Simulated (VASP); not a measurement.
# CdTe (F-43m) in VASP: further runs

CdTe is run at these levels: PBE; tasks: single point, relaxation of cell and atoms.

Program: VASP 6.6.1. These are calculated values, not measurements. Logs are shortened: lines on timing, memory, paths and dates and some standing lists are left out, and cuts for length are marked.

## Step 1: The cell of the first run

The structure is cubic, space group F-43m (No. 216). Conventional cell: a = 6.621 Å, b = 6.621 Å, c = 6.621 Å, α = 90.00°, β = 90.00°, γ = 90.00°. Within 3.8 Å of Cd (site symmetry -43m) lie 4 Te at 2.87 Å. Te (site symmetry -43m) has 4 Cd at 2.87 Å within 3.8 Å.

## Step 2: Single point, PBE

File INCAR:

```
PREC = Accurate
ENCUT = 500
EDIFF = 1E-6
ISMEAR = 0
SIGMA = 0.02
LREAL = F
LASPH = T
NELM = 120
ALGO = Normal
ISIF = 2
LWAVE = F
LCHARG = F
GGA = PE
NBANDS = 16
GGA_COMPAT = F
```

File KPOINTS:

```
regular mesh
0
Gamma
  6 6 6
```

File POSCAR:

```
CdTe
1.0
    0.0000000000      3.3102779957      3.3102779957
    3.3102779957      0.0000000000      3.3102779957
    3.3102779957      3.3102779957      0.0000000000
Cd Te
1 1
Direct
    0.0000000000      0.0000000000      0.0000000000
    0.7500000000      0.7500000000      0.7500000000
```

Potentials or basis: VASP PAW PBE potentials, release 64 (Cd, Te).

On the command line:

```
> cat potpaw_PBE.64/Cd/POTCAR potpaw_PBE.64/Te/POTCAR > POTCAR
> mpirun -np 1 vasp_std > vasp.out
```

OUTCAR:

```text
PREC = Accurate
   ENCUT = 500
   EDIFF = 1E-6
   ISMEAR = 0
   LREAL = F
   LASPH = T
   NELM = 120
   ISIF = 2
   GGA = PE

 ion  position               nearest neighbor table
   1  0.000  0.000  0.000-   2 2.87   2 2.87   2 2.87   2 2.87
   2  0.750  0.750  0.750-   1 2.87   1 2.87   1 2.87   1 2.87

  LATTYP: Found a face centered cubic cell.
 ALAT       =     6.6205559914

  Lattice vectors:

 A1 = (   0.0000000000,   3.3102779957,   3.3102779957)
 A2 = (   3.3102779957,   0.0000000000,   3.3102779957)
 A3 = (   3.3102779957,   3.3102779957,   0.0000000000)

Analysis of symmetry for initial positions (statically):
=====================================================================
 Subroutine PRICEL returns:
 Original cell was already a primitive cell.

 Routine SETGRP: Setting up the symmetry group for a
 face centered cubic supercell.

 Subroutine GETGRP returns: Found 24 space group operations
 (whereof 24 operations were pure point group operations)
 out of a pool of 48 trial point group operations.

The static configuration has the point symmetry T_d .

Analysis of symmetry for dynamics (positions and initial velocities):
=====================================================================
 Subroutine PRICEL returns:
 Original cell was already a primitive cell.

 Routine SETGRP: Setting up the symmetry group for a
 face centered cubic supercell.

 Subroutine GETGRP returns: Found 24 space group operations
 (whereof 24 operations were pure point group operations)
 out of a pool of 48 trial point group operations.

The dynamic configuration has the point symmetry T_d .

 Subroutine INISYM returns: Found 24 space group operations
 (whereof 24 operations are pure point group operations),
 and found     1 'primitive' translations

----------------------------------------------------------------------------------------

                                     Primitive cell

  volume of cell :      72.5477

  direct lattice vectors                    reciprocal lattice vectors
     0.000000000  3.310277996  3.310277996    -0.151044716  0.151044716  0.151044716
     3.310277996  0.000000000  3.310277996     0.151044716 -0.151044716  0.151044716
     3.310277996  3.310277996  0.000000000     0.151044716  0.151044716 -0.151044716

  length of vectors
     4.681440037  4.681440037  4.681440037     0.261617122  0.261617122  0.261617122

  position of ions in fractional coordinates (direct lattice)
     0.000000000  0.000000000  0.000000000
[... 69 lines left out ...]
   EDIFF  = 0.1E-05   stopping-criterion for ELM
   LREAL  =      F    real-space projection
   EDIFFG = 0.1E-04   stopping-criterion for IOM
   NSW    =      0    number of steps for IOM
   IBRION =     -1    ionic relax: 0-MD 1-quasi-New 2-CG
   NFREE  =      0    steps in history (QN), initial steepest desc. (CG)
   ISIF   =      2    stress and relaxation
   ISYM   =      2    0-nonsym 1-usesym 2-fastsym
   POTIM  = 0.5000    time-step for ionic-motion
   TEBEG  =    0.0;   TEEND  =   0.0 temperature during run
   PSTRESS=    0.0 pullay stress
   NELECT =      18.0000    total number of electrons
   NUPDOWN=      -1.0000    fix difference up-down
   EMIN   =  10.00;   EMAX   =-10.00  energy-range for DOS
   EFERMI =   0.00;   METHOD = LEGACY
   ISMEAR =     0;   SIGMA  =   0.02  broadening in eV -4-tet -1-fermi 0-gaus
   EFERMI_NEDOS =   21; number of points for ismear=-14 and -15
   IALGO  =     38    algorithm
   IMIX   =      4    mixing-type and parameters
     AMIX     =   0.40;   BMIX     =  1.00
     AMIX_MAG =   1.60;   BMIX_MAG =  1.00
  volume/ion in A,a.u.               =      36.27       244.79
  Fermi-wavevector in a.u.,A,eV,Ry     =   1.028706  1.943972 14.398171  1.058236
  Thomas-Fermi vector in A             =   2.162716
   LORBIT       =      0    0 simple, 1 ext, 2 COOP (PROOUT), +10 PAW based schemes
   GGA     = PE    functional components
   LHFCALC =     F    Hartree Fock is set to
   AEXX    =    0.0000 exact exchange contribution
   IVDW    =     0    specifies the selected vdW correction
   LEPSILON=     F    determine dielectric tensor
   LRPA    =     F    only Hartree local field effects (RPA)
 non-spin polarized calculation
 Gauss-broadening in eV      SIGMA  =   0.02
  energy-cutoff  :      500.00
  volume of cell :       72.55
 maximum number of plane-waves:      1868
 NGX is ok and might be reduce to    36
   NGX = 17   NGY = 17   NGZ = 17

 number of electron      18.0000006 magnetization

 Free energy of the ion-electron system (eV)
  ---------------------------------------------------
  ext. energy  EPLUGINS =         0.00000000
  ---------------------------------------------------
  free energy    TOTEN  =        -4.80708523 eV

  energy without entropy =       -4.80708523  energy(sigma->0) =       -4.80708523

 E-fermi :   1.8916     XC(G=0):  -8.3030

 val. band max:        1.7913585311   @ k =   0.0000   0.0000   0.0000
 cond. band min:       2.3691863254   @ k =   0.0000   0.0000   0.0000
 fundamental gap:      0.5778277944
 Fermi energy:         1.8915878351

 k-point     1 :       0.0000    0.0000    0.0000
  band No.  band energies     occupation
      1      -9.0365      2.00000
      2      -6.2993      2.00000
      3      -6.2993      2.00000
      4      -6.2993      2.00000
      5      -6.0835      2.00000
      6      -6.0835      2.00000
[... 281 lines left out ...]
      3      -6.1883      2.00000
      4      -6.1214      2.00000
      5      -6.0721      2.00000
      6      -5.6129      2.00000
[... 8 lines left out ...]
     15      12.5955      0.00000
     16      12.9344      0.00000

------------------------ aborting loop because EDIFF is reached ----------------------------------------

  FORCE on cell =-STRESS in cart. coord.  units (eV):
  Direction    XX          YY          ZZ          XY          YZ          ZX
  --------------------------------------------------------------------------------------
  -------------------------------------------------------------------------------------
  Total        0.0401477      0.0401477      0.0401477      0.0000000      0.0000000     -0.0000000
  in kB        0.8866406      0.8866406      0.8866406      0.0000000      0.0000000     -0.0000000
  external PRESSURE =       0.8866406 kB  Pullay stress =       0.0000000 kB

 VOLUME and BASIS-vectors are now :
 -----------------------------------------------------------------------------
  energy-cutoff  :      500.00
  volume of cell :       72.55
      direct lattice vectors                 reciprocal lattice vectors
     0.000000000  3.310277996  3.310277996    -0.151044716  0.151044716  0.151044716
     3.310277996  0.000000000  3.310277996     0.151044716 -0.151044716  0.151044716
     3.310277996  3.310277996  0.000000000     0.151044716  0.151044716 -0.151044716

 POSITION                                       TOTAL-FORCE (eV/Angst)
 -----------------------------------------------------------------------------------
      0.00000      0.00000      0.00000         0.000000      0.000000      0.000000
      4.96542      4.96542      4.96542        -0.000000     -0.000000     -0.000000
 -----------------------------------------------------------------------------------
    total drift:                                0.000000      0.000000      0.000000

  FREE ENERGIE OF THE ION-ELECTRON SYSTEM (eV)
  ---------------------------------------------------
  free  energy   TOTEN  =        -4.8070852307 eV

  energy  without entropy=       -4.8070852307  energy(sigma->0) =       -4.80708523
```

Wall time 29 s (1 thread of Intel Xeon 8259CL, shared host); peak memory 0.21 GiB.

Results:

```yaml
Free_energy: -4.8071 eV
Pressure: 0.1 GPa
Band_gap_on_the_k_mesh: 0.58 eV
```

Levels at points of the mesh, in eV from the valence-band top:
```csv
k point,band 7,band 8,band 9,band 10,band 11,band 12
"(0.00, 0.00, 0.00)",0.00,0.00,0.00,0.58,4.64,4.64
"(0.50, 0.00, 0.00)",-4.08,-0.69,-0.69,1.75,5.21,5.21
"(0.50, 0.50, 0.00)",-4.01,-1.66,-1.66,2.67,2.74,8.51
```

Caveat: spin-orbit coupling is left out, which moves the levels of the heavy elements.

## Step 3: Single point, PBE

File INCAR:

```
SYSTEM = CdTe
PREC = Accurate ; ENCUT = 500
EDIFF = 1E-6 ; ISMEAR = 0
SIGMA = 0.02 ; LREAL = .False.
LASPH = .True. ; NELM = 120
ALGO = Normal ; ISIF = 2
LWAVE = .False. ; LCHARG = .True.
GGA = PE ; LELF = .True.
LVHAR = .True. ; NBANDS = 16
GGA_COMPAT = .False.
```

File KPOINTS:

```
regular mesh
0
Gamma
  8 8 8
  0 0 0
```

File POSCAR:

```
CdTe
1.0
    0.0000000000      3.3091880231      3.3091880231
    3.3091880231      0.0000000000      3.3091880231
    3.3091880231      3.3091880231      0.0000000000
Cd Te
1 1
Direct
    0.0000000000      0.0000000000      0.0000000000
    0.7500000000      0.7500000000      0.7500000000
```

Potentials or basis: VASP PAW PBE potentials, release 64 (Cd, Te).

On the command line:

```
> cat potpaw_PBE.64/Cd/POTCAR potpaw_PBE.64/Te/POTCAR > POTCAR
> mpirun -np 1 vasp_std > vasp.out
```

Run time: 72 s. Hardware: 1 thread of Intel Xeon 8259CL, shared host; peak memory 0.21 GiB.

Results (log left out):

```yaml
Free_energy: -4.8120 eV
Pressure: 0.1 GPa
Band_gap_on_the_k_mesh: 0.58 eV
```

Levels at points of the mesh, in eV from the valence-band top:
```tsv
k point	band 6	band 7	band 8	band 9	band 10	band 11	band 12	band 13
(0.00, 0.00, 0.00)	-7.87	0.00	0.00	0.00	0.58	4.64	4.64	4.64
(0.50, 0.00, 0.00)	-7.57	-4.08	-0.69	-0.69	1.75	5.21	5.21	7.01
(0.50, 0.50, 0.00)	-7.45	-4.01	-1.66	-1.66	2.67	2.74	8.51	8.81
```

Caveat: spin-orbit coupling is left out, which moves the levels of the heavy elements.

## Step 4: Relaxation of cell and atoms, PBE

This run uses another cell than the first one, of 35.36 Å³/atom.

File INCAR:

```
SYSTEM = CdTe
PREC = Accurate
ENCUT = 500
EDIFF = 1E-7
ISMEAR = 0
SIGMA = 0.02
LREAL = .FALSE.
LASPH = .TRUE.
NELM = 120
ALGO = Normal
ISIF = 3
LWAVE = .FALSE.
LCHARG = .FALSE.
GGA = PE
IBRION = 2
NSW = 100
EDIFFG = -0.002
GGA_COMPAT = .FALSE.
NELMIN = 4
```

File KPOINTS:

```
Automatic mesh
0
G
  6 6 6
  0 0 0
```

File POSCAR:

```
CdTe
1.0
    0.0000000000      3.2821135600      3.2821135600
    3.2821135600      0.0000000000      3.2821135600
    3.2821135600      3.2821135600      0.0000000000
Cd Te
1 1
Direct
    0.0000000000      0.0000000000      0.0000000000
    0.7500000000      0.7500000000      0.7500000000
```

On the command line:

```
> cat potpaw_PBE.64/Cd/POTCAR potpaw_PBE.64/Te/POTCAR > POTCAR
> mpirun -np 1 vasp_std > vasp.out
```

Run time: 89 s. Hardware: 1 thread of Intel Xeon 8259CL, shared host; peak memory 0.22 GiB.

The run converged. Its results:

| Quantity | Value |
| --- | --- |
| Free energy | -4.8070 eV |
| Relaxed volume | 36.35 Å³/atom |
| Relaxed cell | a = 4.685 Å, b = 4.685 Å, c = 4.685 Å, α = 60.00°, β = 60.00°, γ = 60.00° |
| Space group after relaxing (to 0.1 Å) | F-43m (No. 216) |
| Energy gained by relaxing | 3.1 meV/atom |
| Ionic steps | 3 |
| Pressure after relaxing | 0.0 GPa |
| Band gap on the k mesh | 0.57 eV |

Step by step:
```
step  energy change (eV)  largest force (eV/Å)  pressure (GPa)  volume (Å³)
   1              0.0000                0.0000            1.04        70.71
   2             -0.0060                0.0000           -0.19        73.09
   3             -0.0063                0.0000            0.00        72.70
```

Final structure:
```
CELL_PARAMETERS angstrom
0.00000 3.31254 3.31254
3.31254 0.00000 3.31254
3.31254 3.31254 0.00000
ATOMIC_POSITIONS crystal
Cd 0.00000 0.00000 0.00000
Te 0.75000 0.75000 0.75000
```

Levels at points of the mesh, in eV from the valence-band top:
```csv
k point,band 7,band 8,band 9,band 10,band 11,band 12
"(0.00, 0.00, 0.00)",0.00,0.00,0.00,0.57,4.64,4.64
"(0.50, 0.00, 0.00)",-4.07,-0.68,-0.68,1.75,5.21,5.21
"(0.50, 0.50, 0.00)",-4.00,-1.65,-1.65,2.67,2.75,8.50
```

Caveat: spin-orbit coupling is left out, which moves the levels of the heavy elements.

## Step 5: Summary

```csv
task,cell,k mesh,gap on the mesh (eV),pressure (GPa)
single point,"a = 4.681 Å, angles 60.0°, 2 atoms",6 × 6 × 6,0.58,0.1
single point,"a = 4.680 Å, angles 60.0°, 2 atoms",8 × 8 × 8,0.58,0.1
relaxation of cell and atoms,"relaxed from a = 4.642 Å, angles 60.0°, 2 atoms",6 × 6 × 6,0.57,0.0
```

Alike in all rows: level PBE; potentials or basis VASP PAW PBE potentials, release 64 (Cd, Te); no spin polarisation; cutoff (eV) 500; smearing gaussian 0.02 eV.

Caveats: spin-orbit coupling is left out, which moves the levels of the heavy elements.

Absolute energies hang on the potentials; compare differences alone.
